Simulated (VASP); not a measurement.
Zr2TiC3: single point with PBE

Zr2TiC3:

```
Zr Ti C
1.0
     3.25776    0.00000    0.00000
    -1.62888    2.82130    0.00000
     0.00000    0.00000    7.91332
Zr Ti C
2 1 3
Direct
  0.66667 0.33333 0.17363
  0.33333 0.66667 0.82637
  0.00000 0.00000 0.50000
  0.66667 0.33333 0.65288
  0.00000 0.00000 0.00000
  0.33333 0.66667 0.34712
```

```json
{
  "Program": "VASP 6.6.1",
  "Task": "single point",
  "Functional": "PBE",
  "Potentials or basis": "VASP PAW PBE potentials, release 64 (Zr_sv, Ti_sv, C)",
  "Cutoff": "520 eV",
  "k mesh": "6 × 6 × 2",
  "Occupations": "gaussian, width 0.1 eV",
  "Spin": "no spin polarisation",
  "Dipole correction": "no",
  "Further INCAR settings": "ALGO = Normal; EDIFF = 1e-06; NBANDS = 33"
}
```

| Property | Result |
| --- | --- |
| Pressure | -0.1 GPa |
| Largest force | 0.014 eV/Å |
| Band gap on the k mesh | zero (bands 24 and 25 overlap by 0.99 eV) |

Forces in eV/Å, atoms in the order of the input:
```
Zr   0.000  0.000 -0.008
Zr   0.000  0.000  0.008
Ti   0.000  0.000  0.000
C    0.000  0.000  0.014
C    0.000  0.000  0.000
C    0.000  0.000 -0.014
```

Stress tensor (GPa, compression positive):
```
-0.13  0.00  0.00
 0.00 -0.13  0.00
 0.00  0.00  0.06
```

Levels at points of the mesh, in eV from the Fermi level:
```
           k point  band 20  band 21  band 22  band 23  band 24  band 25  band 26  band 27  band 28  band 29
(0.00, 0.00, 0.00)    -2.29    -2.29     0.84     0.84     0.98     1.13     1.13     1.22     2.16     2.16
(0.50, 0.00, 0.00)    -2.31    -2.30    -2.28    -1.67    -0.03     0.08     2.23     2.55     2.85     3.11
(0.00, 0.00, 0.50)    -1.27    -0.94    -0.94    -0.76    -0.76     1.18     1.18     1.99     2.08     2.08
(0.50, 0.00, 0.50)    -2.64    -2.47    -1.94    -1.19    -0.95     0.65     0.89     2.58     2.92     4.07
```

Wall time 37 s on 1 thread of Intel(R) Xeon(R) Platinum 8375C CPU @ 2.90GHz (Ice Lake) (shared host), peak memory 0.19 GiB.

Caveat: the k points lie up to 0.40 Å⁻¹ apart, too coarse for converged energies and pressures of a metal.
